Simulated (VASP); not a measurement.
IClF:

```
CELL_PARAMETERS angstrom
4.40132 0.00000 0.00000
0.00000 4.40132 0.00000
0.00000 0.00000 7.75000
ATOMIC_POSITIONS crystal
I 0.00000 0.50000 0.20000
I 0.50000 0.00000 0.80000
F 0.00000 0.00000 0.00000
F 0.50000 0.50000 0.00000
Cl 0.00000 0.50000 0.65000
Cl 0.50000 0.00000 0.35000
```

- Program: VASP 6.6.1
- Task: relaxation of the atoms
- Functional: PBEsol
- Potentials or basis: VASP PAW PBE potentials, release 64 (I, F, Cl)
- Cutoff: 520 eV
- k mesh: 8 × 8 × 5
- Occupations: fermi-dirac, width 0.0237 eV
- Spin: no spin polarisation

At the start: pressure -6.8 GPa; volume 25.02 Å³/atom.

Question: Where does the relaxation end?

Answer: Over 10 steps the energy falls by 65.3 meV/atom at a fixed cell; space group P4/nmm (No. 129, to 0.1 Å) before and after.

The path:
```csv
step,energy change (eV),largest force (eV/Å),pressure (GPa)
1,0.0000,0.4743,-6.85
2,-0.0225,0.5044,-6.91
3,-0.0956,0.5479,-7.00
4,-0.2340,0.4336,-7.07
5,-0.3270,0.4703,-6.57
6,-0.3331,0.4056,-6.75
7,-0.3772,0.2331,-5.95
8,-0.3860,0.1046,-5.35
9,-0.3915,0.0304,-5.34
10,-0.3919,0.0035,-5.32
```

Final structure:
```
I F Cl
1.0
     4.40132    0.00000    0.00000
     0.00000    4.40132    0.00000
     0.00000    0.00000    7.75000
I F Cl
2 2 2
Direct
  0.00000 0.50000 0.18680
  0.50000 0.00000 0.81320
  0.00000 0.00000 0.00000
  0.50000 0.50000 0.00000
  0.00000 0.50000 0.71640
  0.50000 0.00000 0.28360
```

Caveat: the PAW data sets were made with another functional, which shifts forces and pressure a little; this functional lacks dispersion, which binds layers or chains, so the pressure and a relaxed spacing across them are unreliable.
